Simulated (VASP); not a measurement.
# BP (F-43m) in VASP: settings compared, part 3 of 3

VASP 6.6.1.

## (6) Single point, PBE+D3(BJ)

This run uses another cell than the first one, of 12.15 Å³/atom, 1.061 times its volume.

Contents of INCAR:

```
SYSTEM = BP
PREC = Accurate
ENCUT = 520
EDIFF = 1E-6
ISMEAR = -1
SIGMA = 0.05
LREAL = .False.
LASPH = .True.
NELM = 60
ALGO = Normal
ISIF = 2
LWAVE = .False.
LCHARG = .False.
GGA = PE
IVDW = 12
NBANDS = 11
```

Contents of KPOINTS:

```
Automatic mesh
0
Gamma
  10 10 10
  0 0 0
```

Contents of POSCAR:

```
BP
1.0
    0.0000000000      2.2988586873      2.2988586873
    2.2988586873      0.0000000000      2.2988586873
    2.2988586873      2.2988586873      0.0000000000
P B
1 1
Direct
    0.7500000000      0.7500000000      0.7500000000
    0.0000000000      0.0000000000      0.0000000000
```

Potentials or basis: VASP PAW PBE potentials, release 64 (P, B).

The run is started by

```sh
$ cat potpaw_PBE.64/P/POTCAR potpaw_PBE.64/B/POTCAR > POTCAR
$ mpirun -np 1 vasp_std > vasp.out
```

OUTCAR:

```text
SYSTEM = BP
   PREC = Accurate
   ENCUT = 520
   EDIFF = 1E-6
   ISMEAR = -1
   LREAL = .False.
   LASPH = .True.
   NELM = 60
   ISIF = 2
   GGA = PE
   IVDW = 12
 IVDW          = 12

 ion  position               nearest neighbor table
   1  0.750  0.750  0.750-   2 1.99   2 1.99   2 1.99   2 1.99
   2  0.000  0.000  0.000-   1 1.99   1 1.99   1 1.99   1 1.99

  LATTYP: Found a face centered cubic cell.
 ALAT       =     4.5977173746

  Lattice vectors:

 A1 = (   0.0000000000,   2.2988586873,   2.2988586873)
 A2 = (   2.2988586873,   0.0000000000,   2.2988586873)
 A3 = (   2.2988586873,   2.2988586873,   0.0000000000)

Analysis of symmetry for initial positions (statically):
=====================================================================
 Subroutine PRICEL returns:
 Original cell was already a primitive cell.

 Routine SETGRP: Setting up the symmetry group for a
 face centered cubic supercell.

 Subroutine GETGRP returns: Found 24 space group operations
 (whereof 24 operations were pure point group operations)
 out of a pool of 48 trial point group operations.

The static configuration has the point symmetry T_d .

Analysis of symmetry for dynamics (positions and initial velocities):
=====================================================================
 Subroutine PRICEL returns:
 Original cell was already a primitive cell.

 Routine SETGRP: Setting up the symmetry group for a
 face centered cubic supercell.

 Subroutine GETGRP returns: Found 24 space group operations
 (whereof 24 operations were pure point group operations)
 out of a pool of 48 trial point group operations.

The dynamic configuration has the point symmetry T_d .

 Subroutine INISYM returns: Found 24 space group operations
 (whereof 24 operations are pure point group operations),
 and found     1 'primitive' translations

----------------------------------------------------------------------------------------

                                     Primitive cell

  volume of cell :      24.2978

  direct lattice vectors                    reciprocal lattice vectors
     0.000000000  2.298858687  2.298858687    -0.217499232  0.217499232  0.217499232
     2.298858687  0.000000000  2.298858687     0.217499232 -0.217499232  0.217499232
     2.298858687  2.298858687  0.000000000     0.217499232  0.217499232 -0.217499232

  length of vectors
     3.251077134  3.251077134  3.251077134     0.376719721  0.376719721  0.376719721

  position of ions in fractional coordinates (direct lattice)
     0.750000000  0.750000000  0.750000000
     0.000000000  0.000000000  0.000000000

  ion indices of the primitive-cell ions
   primitive index   ion index
                 1           1
                 2           2

----------------------------------------------------------------------------------------

 KPOINTS: Automatic mesh

Automatic generation of k-mesh.
 Grid dimensions read from file:
 generate k-points for:   10   10   10

 Generating k-lattice:

  Cartesian coordinates                     Fractional coordinates (reciprocal lattice)
    -0.021749923  0.021749923  0.021749923     0.100000000  0.000000000  0.000000000
     0.021749923 -0.021749923  0.021749923     0.000000000  0.100000000  0.000000000
     0.021749923  0.021749923 -0.021749923     0.000000000  0.000000000  0.100000000

  Length of vectors
     0.037671972  0.037671972  0.037671972

  Shift w.r.t. Gamma in fractional coordinates (k-lattice)
     0.000000000  0.000000000  0.000000000

 Subroutine IBZKPT returns following result:
 ===========================================

 Found     47 irreducible k-points:

 Following reciprocal coordinates:
            Coordinates               Weight
  0.000000  0.000000  0.000000      1.000000
  0.100000  0.000000  0.000000      8.000000
  0.200000  0.000000  0.000000      8.000000
  0.300000  0.000000  0.000000      8.000000
  0.400000  0.000000  0.000000      8.000000
  0.500000  0.000000  0.000000      4.000000
[... 16 lines left out ...]
  0.300000  0.300000  0.000000      6.000000
  0.400000  0.300000  0.000000     24.000000
 [... further k-points ...]
   k-points           NKPTS =     47   k-points in BZ     NKDIM =     47   number of bands    NBANDS=     11
   number of dos      NEDOS =    301   number of ions     NIONS =      2
   total plane-waves  NPLWV =  13824
   dimension x,y,z NGX =    24 NGY =   24 NGZ =   24
   dimension x,y,z NGXF=    48 NGYF=   48 NGZF=   48
   ions per type =               1   1
   NGX,Y,Z   is equivalent  to a cutoff of  12.27, 12.27, 12.27 a.u.
   NGXF,Y,Z  is equivalent  to a cutoff of  24.55, 24.55, 24.55 a.u.
 SYSTEM =  BP
   PREC   = accura    normal or accurate (medium, high low for compatibility)
   ISTART =      0    job   : 0-new  1-cont  2-samecut
   ICHARG =      2    charge: 1-file 2-atom 10-const
   ISPIN  =      1    spin polarized calculation?
   LNONCOLLINEAR =      F non collinear calculations
   LSORBIT =      F    spin-orbit coupling
   LASPH  =      T    aspherical Exc in radial PAW
   ENCUT  =  520.0 eV  38.22 Ry    6.18 a.u.   6.04  6.04  6.04*2*pi/ulx,y,z
   NELM   =     60;   NELMIN=  2; NELMDL= -5     # of ELM steps
   EDIFF  = 0.1E-05   stopping-criterion for ELM
   LREAL  =      F    real-space projection
   EDIFFG = 0.1E-04   stopping-criterion for IOM
   NSW    =      0    number of steps for IOM
   IBRION =     -1    ionic relax: 0-MD 1-quasi-New 2-CG
   NFREE  =      0    steps in history (QN), initial steepest desc. (CG)
   ISIF   =      2    stress and relaxation
   ISYM   =      2    0-nonsym 1-usesym 2-fastsym
   POTIM  = 0.5000    time-step for ionic-motion
   TEBEG  =    0.0;   TEEND  =   0.0 temperature during run
   PSTRESS=    0.0 pullay stress
   NELECT =       8.0000    total number of electrons
   NUPDOWN=      -1.0000    fix difference up-down
   EMIN   =  10.00;   EMAX   =-10.00  energy-range for DOS
[... 5 lines left out ...]
     AMIX     =   0.40;   BMIX     =  1.00
     AMIX_MAG =   1.60;   BMIX_MAG =  1.00
  volume/ion in A,a.u.               =      12.15        81.98
  Fermi-wavevector in a.u.,A,eV,Ry     =   1.130444  2.136230 17.386948  1.277905
  Thomas-Fermi vector in A             =   2.267141
   LORBIT       =      0    0 simple, 1 ext, 2 COOP (PROOUT), +10 PAW based schemes
   GGA     = PE    functional components
   LHFCALC =     F    Hartree Fock is set to
   AEXX    =    0.0000 exact exchange contribution
   IVDW    =    12    specifies the selected vdW correction
   LEPSILON=     F    determine dielectric tensor
   LRPA    =     F    only Hartree local field effects (RPA)
 non-spin polarized calculation
  energy-cutoff  :      520.00
  volume of cell :       24.30
 maximum number of plane-waves:       666
   NGX = 13   NGY = 13   NGZ = 13

 number of electron       7.9999999 magnetization

 Free energy of the ion-electron system (eV)
  ---------------------------------------------------
  ext. energy  EPLUGINS =         0.00000000
  ---------------------------------------------------
  free energy    TOTEN  =       -12.91803689 eV

  energy without entropy =      -12.91803686  energy(sigma->0) =      -12.91803687

 E-fermi :   7.6030     XC(G=0): -10.7391

 val. band max:        6.9748276673   @ k =   0.0000   0.0000   0.0000
 cond. band min:       8.2668560010   @ k =   0.4000   0.4000   0.0000
 fundamental gap:      1.2920283337
 Fermi energy:         7.6029782755

 k-point     1 :       0.0000    0.0000    0.0000
  band No.  band energies     occupation
      1      -8.1396      2.00000
      2       6.9748      1.99999
      3       6.9748      1.99999
      4       6.9748      1.99999
      5      10.3208      0.00000
      6      10.3208      0.00000
      7      10.3208      0.00000
      8      13.7595      0.00000
      9      18.2301      0.00000
     10      18.9941      0.00000
     11      18.9941      0.00000
[... 309 lines left out ...]
 k-point    24 :       0.4000    0.3000    0.0000
  band No.  band energies     occupation
      1      -5.3031      2.00000
      2       0.8997      2.00000
      3       3.0720      2.00000
      4       3.5821      2.00000
      5       8.8165      0.00000
      6      10.6070      0.00000
      7      16.1697      0.00000
      8      16.2169      0.00000
      9      20.5224      0.00000
     10      22.0178      0.00000
     11      23.4861      0.00000

 [... further k-points ...]

------------------------ aborting loop because EDIFF is reached ----------------------------------------

 Edisp (eV)   -0.62189

 E8    (eV) :    -0.2275

  FORCE on cell =-STRESS in cart. coord.  units (eV):
  Direction    XX          YY          ZZ          XY          YZ          ZX
  --------------------------------------------------------------------------------------
  -------------------------------------------------------------------------------------
  Total      -1.40203    -1.40203    -1.40203     0.00000     0.00000    -0.00000
  in kB     -92.44880   -92.44880   -92.44880     0.00000     0.00000    -0.00000
  external pressure =      -92.45 kB  Pullay stress =        0.00 kB

 VOLUME and BASIS-vectors are now :
 -----------------------------------------------------------------------------
  energy-cutoff  :      520.00
  volume of cell :       24.30
      direct lattice vectors                 reciprocal lattice vectors
     0.000000000  2.298858687  2.298858687    -0.217499232  0.217499232  0.217499232
     2.298858687  0.000000000  2.298858687     0.217499232 -0.217499232  0.217499232
     2.298858687  2.298858687  0.000000000     0.217499232  0.217499232 -0.217499232

 POSITION                                       TOTAL-FORCE (eV/Angst)
 -----------------------------------------------------------------------------------
      3.44829      3.44829      3.44829        -0.000000     -0.000000     -0.000000
      0.00000      0.00000      0.00000         0.000000      0.000000      0.000000
 -----------------------------------------------------------------------------------
    total drift:                               -0.000000     -0.000000     -0.000000

  FREE ENERGIE OF THE ION-ELECTRON SYSTEM (eV)
  ---------------------------------------------------
  free  energy   TOTEN  =       -13.5399303260 eV

  energy  without entropy=      -13.5399302953  energy(sigma->0) =      -13.53993031
```

OSZICAR:

```text
N       E                     dE             d eps       ncg     rms          rms(c)
DAV:   1     0.977104531412E+01    0.97710E+01   -0.38398E+03  1034   0.654E+02
DAV:   2    -0.128185128067E+02   -0.22590E+02   -0.21434E+02  1342   0.107E+02
DAV:   3    -0.135417797716E+02   -0.72327E+00   -0.72077E+00  1310   0.169E+01
DAV:   4    -0.135449126513E+02   -0.31329E-02   -0.31324E-02  1182   0.130E+00
DAV:   5    -0.135449287708E+02   -0.16120E-04   -0.16119E-04  1285   0.944E-02    0.681E+00
DAV:   6    -0.130041686273E+02    0.54076E+00   -0.12819E+00  1154   0.478E+00    0.368E+00
DAV:   7    -0.129248496981E+02    0.79319E-01   -0.19701E-01  1277   0.221E+00    0.128E+00
DAV:   8    -0.129174945525E+02    0.73551E-02   -0.25038E-02  1212   0.893E-01    0.179E-01
DAV:   9    -0.129178265133E+02   -0.33196E-03   -0.72263E-04  1216   0.177E-01    0.108E-01
DAV:  10    -0.129180251712E+02   -0.19866E-03   -0.24972E-04  1146   0.989E-02    0.270E-02
DAV:  11    -0.129180359157E+02   -0.10744E-04   -0.11250E-05  1344   0.223E-02    0.300E-02
DAV:  12    -0.129180370093E+02   -0.10936E-05   -0.44513E-06  1175   0.104E-02    0.118E-02
DAV:  13    -0.129180368861E+02    0.12325E-06   -0.11138E-07   577   0.223E-03
   1 F= -.13539930E+02 E0= -.13539930E+02  d E =-.306943E-07
```

stdout:

```text
POSCAR found type information on POSCAR P B
 POSCAR found :  2 types and       2 ions
 scaLAPACK will be used
 LDA part: xc-table for (Slater+PW92), standard interpolation
 POSCAR, INCAR and KPOINTS ok, starting setup
 FFT: planning ... GRIDC
 FFT: planning ... GRID_SOFT
 FFT: planning ... GRID
 WAVECAR not read
 entering main loop
```

It took 19 s on 1 thread of AMD EPYC 7R13, shared host; peak memory 0.12 GiB.

What came out:

```yaml
Free_energy: -13.5399 eV
Pressure: -9.2 GPa
Band_gap_on_the_k_mesh: 1.29 eV, indirect (least direct gap 3.35 eV)
Dispersion_energy_per_atom: -0.311 eV
```

Levels at points of the mesh, in eV from the valence-band top:
```
           k point  band 1  band 2  band 3  band 4  band 5  band 6  band 7  band 8
(0.00, 0.00, 0.00)  -15.11    0.00    0.00    0.00    3.35    3.35    3.35    6.78
(0.50, 0.00, 0.00)  -11.94   -8.76   -1.71   -1.71    3.55    4.69    4.69    9.99
(0.50, 0.50, 0.00)  -10.47   -8.38   -3.97   -3.97    1.41    1.70   11.76   11.76
```

A k mesh can miss the band edges.

## (7) The runs side by side

| level | cell | gap on the mesh (eV) | pressure (GPa) |
| --- | --- | --- | --- |
| BLYP+D4 | a = 3.187 Å, angles 60.0°, 2 atoms | 1.51 | -0.9 |
| BLYP+D4 | a = 3.209 Å, angles 60.0°, 2 atoms | 1.54 | -4.0 |
| BLYP+D4 | a = 3.230 Å, angles 60.0°, 2 atoms | 1.56 | -6.9 |
| PBE exchange alone | a = 3.209 Å, angles 60.0°, 2 atoms | 1.53 | 16.0 |
| PBE+D3(BJ) | a = 3.251 Å, angles 60.0°, 2 atoms | 1.29 | -9.2 |

Alike in all rows: task single point; potentials or basis VASP PAW PBE potentials, release 64 (P, B); no spin polarisation; k mesh 10 × 10 × 10; cutoff (eV) 520; smearing fermi-dirac 0.05 eV.

Caveats: the PAW data sets were made with another functional, which shifts forces and pressure a little (some runs).

Total energies depend on the potentials used, so only differences within one code and one set of settings carry meaning.
